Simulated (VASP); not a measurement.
# AlNi: single point with PBEsol

Crystal: AlNi.

```
Al Ni
1.0
     2.83717    0.00000    0.00000
     0.00000    2.83717    0.00000
     0.00000    0.00000    2.95549
Al Ni
1 1
Direct
  0.00000 0.00000 0.00000
  0.50000 0.50000 0.50000
```

This cell differs from its parent crystal: uniaxial strain along c: +3.0 %.

- Program: VASP 6.6.1
- Task: single point
- Functional: PBEsol
- Potentials or basis: VASP PAW PBE potentials, release 64 (Al, Ni_sv_GW)
- Cutoff: 690 eV
- k mesh: 14 × 14 × 14
- Occupations: gaussian, width 0.1 eV
- Spin: no spin polarisation

```yaml
Pressure: -1.9 GPa
Band_gap_on_the_k_mesh: zero (an odd number of electrons rules out a gap without spin polarisation)
```

Stress tensor (GPa, compression positive):
```
-0.95  0.00  0.00
 0.00 -0.95  0.00
 0.00  0.00 -3.76
```

Levels at points of the mesh, in eV from the Fermi level:
```
           k point  band 9  band 10  band 11  band 12  band 13  band 14
(0.00, 0.00, 0.00)   -1.57    -1.46     4.55     5.99     5.99     7.92
(0.50, 0.00, 0.00)   -2.18    -1.47    -0.54     8.23     9.15    10.32
(0.50, 0.50, 0.00)   -2.20    -2.20    -0.94     1.71     2.79    11.68
(0.00, 0.00, 0.50)   -2.18    -1.39    -0.84     8.29    10.35    10.35
(0.50, 0.00, 0.50)   -2.04    -2.01    -1.05     1.35     2.42    12.67
(0.50, 0.50, 0.50)   -0.92     1.90     1.99     1.99     3.77     4.37
```

It took 76 s on 1 thread of Intel(R) Xeon(R) Platinum 8488C (Sapphire Rapids), with other jobs on the host, peak memory 0.34 GiB.

Caveat: the cell differs from its parent crystal (uniaxial strain along c: +3.0 %); the PAW data sets were made with another functional, which shifts forces and pressure a little. Spin polarisation is off, so any magnetic state and its effect on volume and gap are missing.
